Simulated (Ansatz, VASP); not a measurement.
## Ag in VASP and in Ansatz

```
Ag
1.0
     0.00000    2.07375    2.04310
     2.04310    0.00000    2.04310
     2.04310    2.07375    0.00000
Ag
1
Direct
  0.00000 0.00000 0.00000
```

Change from the starting cell: strain +0.0150 x Voigt [0, 1, 0, 0, 0, 0], atoms carried along.

Alike in both runs: task single point; functional PBEsol; k mesh 20 × 20 × 20; occupations gaussian, width 0.15 eV; no spin polarisation.

|  | VASP | Ansatz |
| --- | --- | --- |
| version | VASP 6.6.1 | Ansatz 0.2.0 |
| potentials or method | VASP PAW PBE potentials, release 64 (Ag), cutoff 520 eV | scalar-relativistic, plane waves, PAW |
| valence electrons in the cell | 11 | 19 |

```tsv
	VASP	Ansatz	Ansatz less VASP
gap on the k mesh at the Fermi level (eV)	none	none	-
pressure (GPa)	-4.3	-4.1	+0.18
traceless stress, the component that is largest in VASP (GPa)	-0.39	-0.39	-0.003
```

VASP's potentials were made for PBE, not for PBEsol. A gap of «none» marks a metal or a gap that the smearing closes. VASP's potentials hold 11 valence electrons a cell and Ansatz's 19, so a difference there can come from the potentials and not from the codes.
